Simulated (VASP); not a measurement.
The system is Fe.

```
CELL_PARAMETERS angstrom
0.00000 2.51451 2.51451
2.51451 0.00000 2.51451
2.51451 2.51451 0.00000
ATOMIC_POSITIONS crystal
Fe 0.12500 0.12500 0.12500
Fe 0.87500 0.87500 0.87500
```

- Program: VASP 6.6.1
- Task: relaxation of cell and atoms
- Functional: PBEsol
- Potentials or basis: VASP PAW PBE potentials, release 64 (Fe)
- Cutoff: 600 eV
- k mesh: 11 × 11 × 11
- Occupations: fermi-dirac, width 0.1 eV
- Spin: no spin polarisation

At the start: pressure -18.1 GPa; volume 15.90 Å³/atom.

**Question.** Where does the relaxation end?

**Answer.** Over 4 steps the energy falls by 139.0 meV/atom and the volume is 13.74 Å³/atom (-13.6 %); space group Fd-3m (No. 227, to 0.05 Å).

Step by step:
```tsv
step	energy change (eV)	largest force (eV/Å)	pressure (GPa)	volume (Å³)
1	0.0000	0.0000	-18.06	31.80
2	-0.0264	0.0000	27.83	24.24
3	-0.2780	0.0000	-0.54	27.55
4	-0.2781	0.0000	0.00	27.47
```

Final structure:
```yaml
crystal:
  lattice:
    - [0.00000, 2.39493, 2.39493]
    - [2.39493, 0.00000, 2.39493]
    - [2.39493, 2.39493, 0.00000]
  atoms:
    - { symbol: Fe, position: [0.12500, 0.12500, 0.12500] }
    - { symbol: Fe, position: [0.87500, 0.87500, 0.87500] }
```

Caveat: the PAW data sets were made with another functional, which shifts forces and pressure a little; the run has no spin polarisation, though such a crystal can be magnetic.
